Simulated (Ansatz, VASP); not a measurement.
**ZrSi3O8 in VASP and in Ansatz**

```
Si O Zr
1.0
     3.46970    0.00000    0.00000
     0.00000    5.81364    0.00000
     0.00000    0.00000    5.74628
Si O Zr
3 8 1
Direct
  0.00000 0.00000 0.07890
  0.50000 0.24743 0.44188
  0.50000 0.75257 0.44188
  0.50000 0.00000 0.58564
  0.50000 0.00000 0.16298
  0.00000 0.23434 0.34306
  0.00000 0.20541 0.88382
  0.50000 0.50000 0.60935
  0.50000 0.50000 0.20361
  0.00000 0.76566 0.34306
  0.00000 0.79459 0.88382
  0.00000 0.50000 0.02200
```

Alike in both runs: task single point; functional r2SCAN; k mesh 8 × 4 × 4; no spin polarisation.

|  | VASP | Ansatz |
| --- | --- | --- |
| version | VASP 6.6.1 | Ansatz 0.2.0 |
| potentials or method | VASP PAW PBE potentials, release 64 (Si, O, Zr_sv) | plane waves, PAW |
| plane-wave cutoff (eV) | 520 | 500 |
| occupations | gaussian, width 0.01 eV | fixed |
| valence electrons in the cell | 72 | 72 |

```tsv
	VASP	Ansatz	Ansatz less VASP
gap on the k mesh at the Fermi level (eV)	4.39	4.43	+0.039
pressure (GPa)	0.6	0.0	-0.57
rms of the force components (eV/Å)	0.027	0.001	-0.0262
```

VASP's potentials were made for PBE, not for r2SCAN.
